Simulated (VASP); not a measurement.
Input of a VASP 6.6.1 run:

The input INCAR:

```
SYSTEM = MnPt2
  ALGO = Fast
  EDIFF = 1E-6
  ENCUT = 520
  GGA = PS
  ISIF = 2
  ISMEAR = -1
  ISPIN = 2
  LASPH = .TRUE.
  LCHARG = .FALSE.
  LMAXMIX = 4
  LORBIT = 11
  LREAL = .FALSE.
  LWAVE = .FALSE.
  MAGMOM = 0 0 4
  NBANDS = 28
  NELM = 150
  PREC = Accurate
  SIGMA = 0.05
```

Contents of KPOINTS:

```
k-points
0
G
  11 11 4
  0 0 0
```

Contents of POSCAR:

```
MnPt2
1.0
    2.8773348343      0.0000000000      0.0000000000
   -1.4386674171      2.4918450617      0.0000000000
    0.0000000000      0.0000000000      6.5757668767
Pt Mn
2 1
Direct
    0.6666666667      0.3333333333      0.3162060000
    0.3333333333      0.6666666667      0.6837940000
    0.0000000000      0.0000000000      0.0000000000
```

Potentials or basis: VASP PAW PBE potentials, release 64 (Pt, Mn_pv).

Launch:

```bash
$ cat potpaw_PBE.64/Pt/POTCAR potpaw_PBE.64/Mn_pv/POTCAR > POTCAR
$ mpirun -np 1 vasp_std > vasp.out
```

What does it give for the pressure?

-12.4 GPa.

What does it give for the site moments?

Pt +0.30; Mn +3.79 μB.

Stress tensor (GPa, compression positive):
```
-13.14   0.00   0.00
  0.00 -13.14   0.00
  0.00   0.00 -10.78
```

Caveat: the PAW data sets were made with another functional, which shifts forces and pressure a little.
